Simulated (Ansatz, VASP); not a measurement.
ZrN: VASP beside Ansatz

INCAR

```
SYSTEM = ZrN
PREC = Accurate ; ENCUT = 600
EDIFF = 1E-6 ; ISMEAR = -1
SIGMA = 0.1 ; LREAL = .FALSE.
LASPH = .TRUE. ; NELM = 120
ALGO = Normal ; ISIF = 2
LWAVE = .FALSE. ; LCHARG = .FALSE.
GGA = PE ; NBANDS = 16
GGA_COMPAT = .FALSE.
```

Contents of KPOINTS:

```
regular mesh
0
G
  7 7 7
  0 0 0
```

The input POSCAR:

```
ZrN
1.0
    0.0000000000      2.2992814128      2.2992814128
    2.2992814128      0.0000000000      2.2992814128
    2.2992814128      2.2992814128      0.0000000000
Zr N
1 1
Direct
    0.5000000000      0.5000000000      0.5000000000
    0.0000000000      0.0000000000      0.0000000000
```

Input for Ansatz:

```yaml
crystal:
  lattice:
    - [2.310928992806843e-19, 2.2992814127964643, 2.2992814127964643]
    - [2.2992814127964647, 6.932786978420524e-19, 2.2992814127964643]
    - [2.2992814127964647, 2.2992814127964643, -4.621857985613682e-19]
  atoms:
    - { symbol: Zr, position: [0.5, 0.5, 0.5] }
    - { symbol: "N", position: [3.0623482345536176e-33, -8.370418507779887e-33, 1.4290958427916882e-33] }
basis:
  ecutwfc: 571.4391111657479
kpoints:
  mp_grid:
    grid: [7, 7, 7]
hamiltonian:
  xc: pbe
scf:
  max_iter: 90
  occupations:
    method: fermi_dirac
    width: 0.1
output:
  forces: true
  stress: true
```

Alike in both runs: task single point; functional PBE; k mesh 7 × 7 × 7; occupations fermi-dirac, width 0.1 eV; no spin polarisation.

|  | VASP | Ansatz |
| --- | --- | --- |
| version | VASP 6.6.1 | Ansatz 0.2.0 |
| potentials or method | VASP PAW PBE potentials, release 64 (Zr_sv, N), cutoff 600 eV | plane waves, PAW |
| valence electrons in the cell | 17 | 17 |

```tsv
	VASP	Ansatz	Ansatz less VASP
pressure (GPa)	-0.2	-0.3	-0.14
```

The functional is the same, so the differences come from potentials, cutoffs and numerics.
